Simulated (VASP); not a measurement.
A run of VASP 6.6.1 is set up as follows.

The input INCAR:

```
  PREC = Accurate
  ENCUT = 520
  EDIFF = 1E-7
  ISMEAR = 0
  SIGMA = 0.1
  LREAL = False
  LASPH = True
  NELM = 100
  ALGO = Normal
  ISIF = 2
  LWAVE = False
  LCHARG = True
  GGA = PS
  LELF = True
  LVHAR = True
  NBANDS = 16
```

Contents of KPOINTS:

```
Automatic mesh
0
Gamma
  18 18 14
```

Contents of POSCAR:

```
TiO
1.0
    2.7889393871      0.0000000000      0.0000000000
   -1.3944696935      2.4152923589      0.0000000000
    0.0000000000      0.0000000000      2.7937897291
Ti O
1 1
Direct
    0.6666666667      0.3333333333      0.0000000000
    0.0000000000      0.0000000000      0.5000000000
```

Potentials or basis: VASP PAW PBE potentials, release 64 (Ti_sv, O).

Command:

```bash
$ cat potpaw_PBE.64/Ti_sv/POTCAR potpaw_PBE.64/O/POTCAR > POTCAR
$ mpirun -np 1 vasp_std > vasp.out
```

Q: Estimate the band gap on the k mesh.

A: Zero (band 9 reaches 11.73 eV, above the bottom of band 10 at 11.63 eV).

Q: Predict the pressure.

A: 0.7 GPa.

Stress tensor (GPa, compression positive):
```
0.63 0.00 0.00
0.00 0.63 0.00
0.00 0.00 0.91
```

Caveat: the PAW data sets were made with another functional, which shifts forces and pressure a little; semilocal functionals often make such compounds metallic where correlation or magnetic order opens a gap, which also shifts bond lengths.
